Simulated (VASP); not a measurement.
# SrTiO3 (P4mm) in VASP: a series of runs

SrTiO3 is run at these levels: PBE; tasks: single point.

Program: VASP 6.6.1. These are calculated values, not measurements. Logs are shortened: lines on timing, memory, paths and dates and some standing lists are left out, and cuts for length are marked.

## (1) The cell of the first run

The structure is tetragonal, space group P4mm (No. 99). Conventional cell: a = 3.936 Å, b = 3.936 Å, c = 3.936 Å, α = 90.00°, β = 90.00°, γ = 90.00°. Sr (site symmetry 4mm) has 12 O at 2.66 to 2.91 Å and 4 Ti at 3.30 Å within 3.5 Å. Ti (site symmetry 4mm) has 6 O at 1.92 to 2.01 Å within 2.6 Å. Within 2.6 Å of O (site symmetry 4mm) lie 2 Ti at 1.92 to 2.01 Å. O (site symmetry 2mm) has 2 Ti at 1.97 Å within 2.6 Å.

## (2) Single point, PBE (mode 1 frozen in at -0.019 Å and mode 7 at +0.115 Å (largest displacements))

INCAR

```
SYSTEM = SrTiO3
PREC = Accurate
ENCUT = 520
EDIFF = 1E-6
ISMEAR = 0
SIGMA = 0.05
LREAL = .FALSE.
LASPH = .TRUE.
NELM = 80
ALGO = Normal
ISIF = 2
LWAVE = .FALSE.
LCHARG = .FALSE.
GGA = PE
NBANDS = 28
```

KPOINTS

```
regular mesh
0
G
  8 8 8
  0 0 0
```

POSCAR

```
SrTiO3
1.0
    3.9364094381      0.0000000000      0.0000000000
    0.0000000000      3.9364094381      0.0000000000
    0.0000000000      0.0000000000      3.9364094381
Sr Ti O
1 1 3
Direct
    0.0246646113      0.0000000000      0.0000000000
    0.4739616745      0.5000000000      0.5000000000
   -0.0150418241      0.5000000000      0.5000000000
    0.4789336030      0.0000000000      0.5000000000
    0.4789336030      0.5000000000      0.0000000000
```

Potentials or basis: VASP PAW PBE potentials, release 64 (Sr_sv, Ti_sv, O).

The run is started by

```
$ cat potpaw_PBE.64/Sr_sv/POTCAR potpaw_PBE.64/Ti_sv/POTCAR potpaw_PBE.64/O/POTCAR > POTCAR
$ mpirun -np 1 vasp_std > vasp.out
```

OUTCAR:

```text
SYSTEM = SrTiO3
   PREC = Accurate
   ENCUT = 520
   EDIFF = 1E-6
   ISMEAR = 0
   LREAL = .FALSE.
   LASPH = .TRUE.
   NELM = 80
   ISIF = 2
   GGA = PE

 ion  position               nearest neighbor table
   1  0.025  0.000  0.000-   4 2.66   5 2.66   4 2.66   5 2.66   3 2.79   3 2.79   3 2.79   3 2.79
                             4 2.91   5 2.91   4 2.91   5 2.91   2 3.30   2 3.30   2 3.30   2 3.30
   2  0.474  0.500  0.500-   3 1.92   4 1.97   5 1.97   5 1.97   4 1.97   3 2.01   1 3.30   1 3.30
                             1 3.30   1 3.30   1 3.53   1 3.53   1 3.53   1 3.53
   3  0.985  0.500  0.500-   2 1.92   2 2.01   1 2.79   1 2.79   1 2.79   1 2.79
   4  0.479  0.000  0.500-   2 1.97   2 1.97   1 2.66   1 2.66   1 2.91   1 2.91
   5  0.479  0.500  0.000-   2 1.97   2 1.97   1 2.66   1 2.66   1 2.91   1 2.91

  LATTYP: Found a simple cubic cell.
 ALAT       =     3.9364094381

  Lattice vectors:

 A1 = (   3.9364094381,   0.0000000000,   0.0000000000)
 A2 = (   0.0000000000,   3.9364094381,   0.0000000000)
 A3 = (   0.0000000000,   0.0000000000,   3.9364094381)

Analysis of symmetry for initial positions (statically):
=====================================================================
 Subroutine PRICEL returns:
 Original cell was already a primitive cell.

 Routine SETGRP: Setting up the symmetry group for a
 simple cubic supercell.

 Subroutine GETGRP returns: Found  8 space group operations
 (whereof  8 operations were pure point group operations)
 out of a pool of 48 trial point group operations.

The static configuration has the point symmetry C_4v.

Analysis of symmetry for dynamics (positions and initial velocities):
=====================================================================
 Subroutine PRICEL returns:
 Original cell was already a primitive cell.

 Routine SETGRP: Setting up the symmetry group for a
 simple cubic supercell.

 Subroutine GETGRP returns: Found  8 space group operations
 (whereof  8 operations were pure point group operations)
 out of a pool of 48 trial point group operations.

The dynamic configuration has the point symmetry C_4v.

 Subroutine INISYM returns: Found  8 space group operations
 (whereof  8 operations are pure point group operations),
 and found     1 'primitive' translations

----------------------------------------------------------------------------------------

                                     Primitive cell

  volume of cell :      60.9959

  direct lattice vectors                    reciprocal lattice vectors
     3.936409438  0.000000000  0.000000000     0.254038615  0.000000000  0.000000000
     0.000000000  3.936409438  0.000000000     0.000000000  0.254038615  0.000000000
     0.000000000  0.000000000  3.936409438     0.000000000  0.000000000  0.254038615

  length of vectors
     3.936409438  3.936409438  3.936409438     0.254038615  0.254038615  0.254038615

  position of ions in fractional coordinates (direct lattice)
     0.024664611  0.000000000  0.000000000
     0.473961675  0.500000000  0.500000000
     0.984958176  0.500000000  0.500000000
     0.478933603  0.000000000  0.500000000
     0.478933603  0.500000000  0.000000000

  ion indices of the primitive-cell ions
   primitive index   ion index
                 1           1
                 2           2
                 3           3
                 4           4
                 5           5

----------------------------------------------------------------------------------------

 KPOINTS: regular mesh

Automatic generation of k-mesh.
 Grid dimensions read from file:
 generate k-points for:    8    8    8

 Generating k-lattice:

  Cartesian coordinates                     Fractional coordinates (reciprocal lattice)
     0.031754827  0.000000000  0.000000000     0.125000000  0.000000000  0.000000000
     0.000000000  0.031754827  0.000000000     0.000000000  0.125000000  0.000000000
     0.000000000  0.000000000  0.031754827     0.000000000  0.000000000  0.125000000

  Length of vectors
     0.031754827  0.031754827  0.031754827

  Shift w.r.t. Gamma in fractional coordinates (k-lattice)
     0.000000000  0.000000000  0.000000000

 Subroutine IBZKPT returns following result:
 ===========================================

 Found     75 irreducible k-points:

 Following reciprocal coordinates:
            Coordinates               Weight
  0.000000  0.000000  0.000000      1.000000
  0.125000  0.000000  0.000000      2.000000
  0.000000  0.125000  0.000000      4.000000
  0.250000  0.000000  0.000000      2.000000
  0.000000  0.250000  0.000000      4.000000
  0.375000  0.000000  0.000000      2.000000
[... 16 lines left out ...]
  0.375000  0.250000  0.000000      8.000000
  0.000000  0.375000  0.250000      8.000000
 [... further k-points ...]
   k-points           NKPTS =     75   k-points in BZ     NKDIM =     75   number of bands    NBANDS=     28
   number of dos      NEDOS =    301   number of ions     NIONS =      5
   total plane-waves  NPLWV =  27000
   dimension x,y,z NGX =    30 NGY =   30 NGZ =   30
   dimension x,y,z NGXF=    60 NGYF=   60 NGZF=   60
   ions per type =               1   1   3
   NGX,Y,Z   is equivalent  to a cutoff of  12.67, 12.67, 12.67 a.u.
   NGXF,Y,Z  is equivalent  to a cutoff of  25.34, 25.34, 25.34 a.u.
 SYSTEM =  SrTiO3
   PREC   = accura    normal or accurate (medium, high low for compatibility)
   ISTART =      0    job   : 0-new  1-cont  2-samecut
   ICHARG =      2    charge: 1-file 2-atom 10-const
   ISPIN  =      1    spin polarized calculation?
   LNONCOLLINEAR =      F non collinear calculations
   LSORBIT =      F    spin-orbit coupling
   LASPH  =      T    aspherical Exc in radial PAW
   ENCUT  =  520.0 eV  38.22 Ry    6.18 a.u.   7.32  7.32  7.32*2*pi/ulx,y,z
   NELM   =     80;   NELMIN=  2; NELMDL= -5     # of ELM steps
   EDIFF  = 0.1E-05   stopping-criterion for ELM
   LREAL  =      F    real-space projection
   EDIFFG = 0.1E-04   stopping-criterion for IOM
   NSW    =      0    number of steps for IOM
   IBRION =     -1    ionic relax: 0-MD 1-quasi-New 2-CG
   NFREE  =      0    steps in history (QN), initial steepest desc. (CG)
   ISIF   =      2    stress and relaxation
   ISYM   =      2    0-nonsym 1-usesym 2-fastsym
   POTIM  = 0.5000    time-step for ionic-motion
   TEBEG  =    0.0;   TEEND  =   0.0 temperature during run
   PSTRESS=    0.0 pullay stress
   NELECT =      40.0000    total number of electrons
   NUPDOWN=      -1.0000    fix difference up-down
   EMIN   =  10.00;   EMAX   =-10.00  energy-range for DOS
   EFERMI =   0.00;   METHOD = LEGACY
   ISMEAR =     0;   SIGMA  =   0.05  broadening in eV -4-tet -1-fermi 0-gaus
   EFERMI_NEDOS =   21; number of points for ismear=-14 and -15
   IALGO  =     38    algorithm
   IMIX   =      4    mixing-type and parameters
     AMIX     =   0.40;   BMIX     =  1.00
     AMIX_MAG =   1.60;   BMIX_MAG =  1.00
  volume/ion in A,a.u.               =      12.20        82.32
  Fermi-wavevector in a.u.,A,eV,Ry     =   1.422311  2.687778 27.524158  2.022969
  Thomas-Fermi vector in A             =   2.543028
   LORBIT       =      0    0 simple, 1 ext, 2 COOP (PROOUT), +10 PAW based schemes
   GGA     = PE    functional components
   LHFCALC =     F    Hartree Fock is set to
   AEXX    =    0.0000 exact exchange contribution
   IVDW    =     0    specifies the selected vdW correction
   LEPSILON=     F    determine dielectric tensor
   LRPA    =     F    only Hartree local field effects (RPA)
 non-spin polarized calculation
 Gauss-broadening in eV      SIGMA  =   0.05
  energy-cutoff  :      520.00
  volume of cell :       61.00
 maximum number of plane-waves:      1671
 NGX is ok and might be reduce to    30
   NGX = 15   NGY = 15   NGZ = 15

 number of electron      39.9999995 magnetization

 Free energy of the ion-electron system (eV)
  ---------------------------------------------------
  ext. energy  EPLUGINS =         0.00000000
  ---------------------------------------------------
  free energy    TOTEN  =       -40.03983780 eV

  energy without entropy =      -40.03983780  energy(sigma->0) =      -40.03983780

 E-fermi :   4.3317     XC(G=0): -11.1335

 val. band max:        3.9432597405   @ k =   0.5000   0.5000   0.5000
 cond. band min:       5.7458229465   @ k =   0.0000   0.0000   0.0000
 fundamental gap:      1.8025632060
 Fermi energy:         4.3316842528

 k-point     1 :       0.0000    0.0000    0.0000
  band No.  band energies     occupation
      1     -52.5987      2.00000
      2     -28.8777      2.00000
      3     -28.8334      2.00000
      4     -28.8334      2.00000
      5     -28.8137      2.00000
      6     -13.4076      2.00000
[... 20 lines left out ...]
     27       9.4686      0.00000
     28       9.9595      0.00000

 k-point     2 :       0.1250    0.0000    0.0000
  band No.  band energies     occupation
      1     -52.5985      2.00000
      2     -28.8976      2.00000
      3     -28.8330      2.00000
      4     -28.8330      2.00000
      5     -28.8001      2.00000
      6     -13.4163      2.00000
[... 20 lines left out ...]
     27       9.7321      0.00000
     28      10.3279      0.00000

 k-point     3 :       0.0000    0.1250    0.0000
  band No.  band energies     occupation
      1     -52.5985      2.00000
      2     -28.8988      2.00000
      3     -28.8346      2.00000
      4     -28.8330      2.00000
      5     -28.7972      2.00000
      6     -13.4110      2.00000
[... 20 lines left out ...]
     27       9.7191      0.00000
     28      10.3257      0.00000

 k-point     4 :       0.2500    0.0000    0.0000
  band No.  band energies     occupation
      1     -52.5981      2.00000
      2     -28.9333      2.00000
      3     -28.8321      2.00000
      4     -28.8321      2.00000
      5     -28.7793      2.00000
      6     -13.4781      2.00000
[... 578 lines left out ...]
     27      11.2018      0.00000
     28      11.7402      0.00000

 k-point    23 :       0.3750    0.2500    0.0000
  band No.  band energies     occupation
      1     -52.5969      2.00000
      2     -28.9398      2.00000
      3     -28.8685      2.00000
      4     -28.8299      2.00000
      5     -28.7726      2.00000
      6     -13.3139      2.00000
[... 20 lines left out ...]
     27      11.8362      0.00000
     28      12.3469      0.00000

 k-point    24 :       0.0000    0.3750    0.2500
  band No.  band energies     occupation
      1     -52.5969      2.00000
      2     -28.9403      2.00000
      3     -28.8666      2.00000
      4     -28.8285      2.00000
      5     -28.7754      2.00000
      6     -13.2935      2.00000
[... 20 lines left out ...]
     27      11.9004      0.00000
     28      12.1658      0.00000

 [... further k-points ...]
[... 5 lines left out ...]
  --------------------------------------------------------------------------------------
  -------------------------------------------------------------------------------------
  Total        0.6053774      0.5859023      0.5859023      0.0000000      0.0000000      0.0000000
  in kB       15.9014243     15.3898726     15.3898726      0.0000000      0.0000000      0.0000000
  external PRESSURE =      15.5603898 kB  Pullay stress =       0.0000000 kB

 VOLUME and BASIS-vectors are now :
 -----------------------------------------------------------------------------
  energy-cutoff  :      520.00
  volume of cell :       61.00
      direct lattice vectors                 reciprocal lattice vectors
     3.936409438  0.000000000  0.000000000     0.254038615  0.000000000  0.000000000
     0.000000000  3.936409438  0.000000000     0.000000000  0.254038615  0.000000000
     0.000000000  0.000000000  3.936409438     0.000000000  0.000000000  0.254038615

 POSITION                                       TOTAL-FORCE (eV/Angst)
 -----------------------------------------------------------------------------------
      0.09709      0.00000      0.00000        -0.666031     -0.000000      0.000000
      1.86571      1.96820      1.96820         0.489370      0.000000      0.000000
      3.87720      1.96820      1.96820        -0.001928      0.000000      0.000000
      1.88528      0.00000      1.96820         0.089294      0.000000     -0.000000
      1.88528      1.96820      0.00000         0.089294      0.000000     -0.000000
 -----------------------------------------------------------------------------------
    total drift:                               -0.000059     -0.000000     -0.000000

  FREE ENERGIE OF THE ION-ELECTRON SYSTEM (eV)
  ---------------------------------------------------
  free  energy   TOTEN  =       -40.0398378013 eV

  energy  without entropy=      -40.0398378013  energy(sigma->0) =      -40.03983780
```

Wall time 59 s (1 thread of Intel Xeon 6975P-C (Granite Rapids), shared host); peak memory 0.26 GiB.

Results:

```
Free energy            : -40.0398 eV
Pressure               : 1.6 GPa
Largest force          : 0.666 eV/Å
Band gap on the k mesh : 1.80 eV, indirect (least direct gap 2.18 eV)
```

Forces in eV/Å, atoms in the order of the input:
```
Sr  -0.666  0.000  0.000
Ti   0.489  0.000  0.000
O   -0.002  0.000  0.000
O    0.089  0.000  0.000
O    0.089  0.000  0.000
```

Caveat: the cell differs from its parent crystal (mode 1 frozen in at -0.019 Å and mode 7 at +0.115 Å (largest displacements)). A k mesh can miss the band edges.

## (3) Single point, PBE (mode 1 frozen in at -0.058 Å and mode 7 at -0.115 Å (largest displacements))

INCAR

```
ALGO     = Normal         # electronic algorithm
EDIFF    = 1E-6           # SCF threshold, eV
ENCUT    = 520            # plane-wave cutoff, eV
GGA      = PE             # functional
ISIF     = 2              # what is computed and relaxed
ISMEAR   = 0              # smearing method
LASPH    = T              # aspherical terms in the spheres
LCHARG   = F              # write CHGCAR
LREAL    = F              # projectors in reciprocal space
LWAVE    = F              # write WAVECAR
NBANDS   = 28             # bands
NELM     = 80             # most SCF steps
PREC     = Accurate       # precision mode
SIGMA    = 0.05           # smearing width, eV
```

KPOINTS

```
k-points
0
Gamma
  8 8 8
```

POSCAR

```
SrTiO3
1.0
    3.9364094381      0.0000000000      0.0000000000
    0.0000000000      3.9364094381      0.0000000000
    0.0000000000      0.0000000000      3.9364094381
Sr Ti O
1 1 3
Direct
   -0.0219305096      0.0000000000      0.0000000000
    0.5389460170      0.5000000000      0.5000000000
   -0.0044683415      0.5000000000      0.5000000000
    0.5040256030      0.0000000000      0.5000000000
    0.5040256030      0.5000000000      0.0000000000
```

Potentials or basis: VASP PAW PBE potentials, release 64 (Sr_sv, Ti_sv, O).

The run is started by

```
$ cat potpaw_PBE.64/Sr_sv/POTCAR potpaw_PBE.64/Ti_sv/POTCAR potpaw_PBE.64/O/POTCAR > POTCAR
$ mpirun -np 1 vasp_std > vasp.out
```

It took 56 s on 1 thread of Intel Xeon 6975P-C (Granite Rapids), shared host; peak memory 0.26 GiB.

It converged, with:

| Item | Value |
| --- | --- |
| Free energy | -40.0057 eV |
| Pressure | 3.2 GPa |
| Largest force | 1.247 eV/Å |
| Band gap on the k mesh | 1.85 eV, indirect (least direct gap 2.42 eV) |

Forces on the atoms (eV/Å):
```
Sr   0.694  0.000  0.000
Ti  -1.247  0.000  0.000
O    0.667  0.000  0.000
O   -0.057  0.000  0.000
O   -0.057  0.000  0.000
```

Stress tensor (GPa, compression positive):
```
5.98 0.00 0.00
0.00 1.76 0.00
0.00 0.00 1.76
```

Levels at points of the mesh, in eV from the valence-band top:
```csv
k point,band 17,band 18,band 19,band 20,band 21,band 22,band 23,band 24
"(0.00, 0.00, 0.00)",-1.18,-0.70,-0.57,-0.57,1.85,2.28,2.28,4.27
"(0.50, 0.00, 0.00)",-2.38,-1.96,-0.74,-0.74,2.02,3.88,3.88,4.27
"(0.00, 0.50, 0.00)",-2.27,-1.76,-1.16,-0.96,2.45,3.69,3.78,4.46
"(0.50, 0.50, 0.00)",-1.76,-1.54,-1.53,-0.24,3.71,3.90,4.22,5.20
"(0.00, 0.50, 0.50)",-1.82,-1.82,-1.82,-0.09,3.80,3.80,4.12,5.14
"(0.50, 0.50, 0.50)",-3.63,-0.15,-0.15,0.00,4.32,4.38,4.38,6.56
```

Caveat: the cell differs from its parent crystal (mode 1 frozen in at -0.058 Å and mode 7 at -0.115 Å (largest displacements)); forces of over 1 eV/Å act on the atoms, so gaps and moduli don't describe the material at rest. A k mesh can miss the band edges.

## (4) Single point, PBE (mode 1 frozen in at +0.000 Å and mode 7 at -0.173 Å (largest displacements))

INCAR is that of step 3.

KPOINTS is that of step 3.

POSCAR

```
SrTiO3
1.0
    3.9364094381      0.0000000000      0.0000000000
    0.0000000000      3.9364094381      0.0000000000
    0.0000000000      0.0000000000      3.9364094381
Sr Ti O
1 1 3
Direct
   -0.0359716288      0.0000000000      0.0000000000
    0.5438978726      0.5000000000      0.5000000000
    0.0152464240      0.5000000000      0.5000000000
    0.5252092978      0.0000000000      0.5000000000
    0.5252092978      0.5000000000      0.0000000000
```

The run is started by

```
$ cat potpaw_PBE.64/Sr_sv/POTCAR potpaw_PBE.64/Ti_sv/POTCAR potpaw_PBE.64/O/POTCAR > POTCAR
$ mpirun -np 1 vasp_std > vasp.out
```

Run time: 60 s. Hardware: 1 thread of Intel Xeon 6975P-C (Granite Rapids), shared host; peak memory 0.26 GiB.

It converged, with:

| Quantity | Value |
| --- | --- |
| Free energy | -39.9516 eV |
| Pressure | 3.1 GPa |
| Largest force | 1.031 eV/Å |
| Band gap on the k mesh | 1.85 eV, indirect (least direct gap 2.27 eV) |

Forces in eV/Å, atoms in the order of the input:
```
Sr   1.031  0.000  0.000
Ti  -0.898  0.000  0.000
O    0.166  0.000  0.000
O   -0.149  0.000  0.000
O   -0.149  0.000  0.000
```

Stress tensor (GPa, compression positive):
```
3.93 0.00 0.00
0.00 2.75 0.00
0.00 0.00 2.75
```

Levels at points of the mesh, in eV from the valence-band top:
```csv
k point,band 16,band 17,band 18,band 19,band 20,band 21,band 22,band 23,band 24,band 25
"(0.00, 0.00, 0.00)",-1.22,-1.13,-0.44,-0.41,-0.41,1.85,2.08,2.08,4.25,4.40
"(0.50, 0.00, 0.00)",-2.28,-2.28,-1.87,-0.71,-0.71,2.01,3.81,3.81,4.26,6.42
"(0.00, 0.50, 0.00)",-2.36,-2.26,-1.56,-0.84,-0.73,2.24,3.73,3.78,4.35,6.35
"(0.50, 0.50, 0.00)",-2.71,-1.71,-1.49,-1.45,-0.05,3.73,3.84,4.26,5.20,7.80
"(0.00, 0.50, 0.50)",-2.62,-1.69,-1.61,-1.61,-0.10,3.81,3.81,4.16,5.22,7.78
"(0.50, 0.50, 0.50)",-3.62,-3.55,-0.02,0.00,0.00,4.37,4.41,4.41,6.86,7.05
```

Caveat: the cell differs from its parent crystal (mode 1 frozen in at +0.000 Å and mode 7 at -0.173 Å (largest displacements)); forces of over 1 eV/Å act on the atoms, so gaps and moduli don't describe the material at rest.

[end of part 1 of 2]
